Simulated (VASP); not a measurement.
Input of a VASP 6.6.1 run:

Contents of INCAR:

```
PREC = Accurate
ENCUT = 600
EDIFF = 1E-6
ISMEAR = 0
SIGMA = 0.01
LREAL = F
LASPH = T
NELM = 120
ALGO = Normal
ISIF = 2
LWAVE = F
LCHARG = T
GGA = PE
LELF = T
LVHAR = T
NBANDS = 11
GGA_COMPAT = F
```

The input KPOINTS:

```
regular mesh
0
Gamma
  5 5 5
```

File POSCAR:

```
C
1.0
    0.0000000000      1.7833700000      1.7833700000
    1.7833700000      0.0000000000      1.7833700000
    1.7833700000      1.7833700000      0.0000000000
C
2
Direct
    0.0000000000      0.0000000000      0.0000000000
    0.2500000000      0.2500000000      0.2500000000
```

Potentials or basis: VASP PAW PBE potentials, release 64 (C).

Launch:

```sh
$ cat potpaw_PBE.64/C/POTCAR > POTCAR
$ mpirun -np 1 vasp_std > vasp.out
```

What does it give for the band gap on the k mesh?

4.17 eV, indirect (least direct gap 5.59 eV).

Estimate the pressure.

2.0 GPa.

Caveat: the k points lie up to 0.61 Å⁻¹ apart. A k mesh can miss the band edges.
